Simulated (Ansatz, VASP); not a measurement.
**Two plane-wave programs on KRh**

Contents of INCAR:

```
SYSTEM = KRh
PREC = Accurate
ENCUT = 520
EDIFF = 1E-6
ISMEAR = 0
SIGMA = 0.1
LREAL = .False.
LASPH = .True.
NELM = 150
ALGO = Normal
ISIF = 2
LWAVE = .False.
LCHARG = .False.
ISPIN = 2
MAGMOM = 0 1
LORBIT = 11
LMAXMIX = 4
GGA = PE
NBANDS = 23
```

The input KPOINTS:

```
Automatic mesh
0
Gamma
  6 6 4
  0 0 0
```

Contents of POSCAR:

```
KRh
1.0
    2.8940573075      0.0000000000      0.0000000000
   -1.4470286537      2.5063271483      0.0000000000
    0.0000000000      0.0000000000      5.7573965070
K Rh
1 1
Direct
    0.0000000000      0.0000000000      0.0000000000
    0.0000000000      0.0000000000      0.5000000000
```

Input for Ansatz:

```yaml
crystal:
  lattice:
    - [2.8940573075, 0.0, 0.0]
    - [-1.4470286537, 2.5063271483, 0.0]
    - [0.0, 0.0, 5.757396507]
  atoms:
    - { symbol: K, position: [0.0, 0.0, 0.0] }
    - { symbol: Rh, position: [0.0, 0.0, 0.5], spin: 1.0 }
basis:
  ecutwfc: 420
kpoints:
  mp_grid: { grid: [6, 6, 4] }
hamiltonian:
  xc: pbe
scf:
  occupations: { method: gaussian, width: 0.1 }
  lower_state_search: "off"
output:
  forces: true
  stress: true
  eigenvalues: true
  populations: true
magnetization:
  spin_polarized: true
```

Alike in both runs: task single point; functional PBE; k mesh 6 × 6 × 4; occupations gaussian, width 0.1 eV; collinear spin.

|  | VASP | Ansatz |
| --- | --- | --- |
| version | VASP 6.6.1 | Ansatz 0.2.0 |
| potentials or method | VASP PAW PBE potentials, release 64 (K_sv, Rh_pv), cutoff 520 eV | scalar-relativistic, plane waves, PAW |
| valence electrons in the cell | 24 | 26 |

```csv
,VASP,Ansatz,Ansatz less VASP
gap on the k mesh at the Fermi level (eV),none,none,-
pressure (GPa),0.1,-0.1,-0.27
"traceless stress, the component that is largest in VASP (GPa)",-0.02,-0.07,-0.055
net moment per atom (μB),0.11,0.11,-0.005
size of the moment on the site where the two differ most (μB),0.26,0.24,-0.012
```

Site moments also hang on the region over which each program counts them. A gap of «none» marks a metal or a gap that the smearing closes. VASP's potentials hold 24 valence electrons a cell and Ansatz's 26, so a difference there can come from the potentials and not from the codes.

The k mesh is coarse, so the values compare programs but aren't converged.
